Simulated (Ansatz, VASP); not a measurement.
# One calculation of KTaO3, two programs

```xyz
5
Lattice="3.9344 0.0000 0.0000 0.0000 3.9344 0.0000 0.0000 0.0000 3.9344" Properties=species:S:1:pos:R:3 pbc="T T T"
Ta    0.0000    0.0000    0.0000
K     1.9672    1.9672    1.9672
O     0.0000    0.0000    1.9672
O     0.0000    1.9672    0.0000
O     1.9672    0.0000    0.0000
```

Alike in both runs: task single point; functional PBEsol; k mesh 7 × 7 × 7; occupations fermi-dirac, width 0.05 eV; no spin polarisation.

|  | VASP | Ansatz |
| --- | --- | --- |
| version | VASP 6.6.1 | Ansatz 0.2.0 |
| potentials or method | VASP PAW PBE potentials, release 64 (Ta_sv_GW, K_sv, O) | Ansatz PAW |
| plane-wave cutoff (eV) | 700 | 420 |
| valence electrons in the cell | 40 | 40 |

|  | VASP | Ansatz | Ansatz less VASP |
| --- | --- | --- | --- |
| gap on the k mesh at the Fermi level (eV) | 2.27 | 2.28 | +0.009 |
| least direct gap on the mesh (eV) | 2.80 | 2.80 | +0.001 |
| pressure (GPa) | 8.8 | 8.5 | -0.30 |

VASP's potentials were made for PBE, not for PBEsol. The functional is the same, so the differences come from potentials, cutoffs and numerics.

Spin-orbit coupling is off throughout. Noted on Ansatz's run: odd divisions of the mesh miss points on the zone boundary, where band edges often lie, so the gap on the mesh can be too wide.
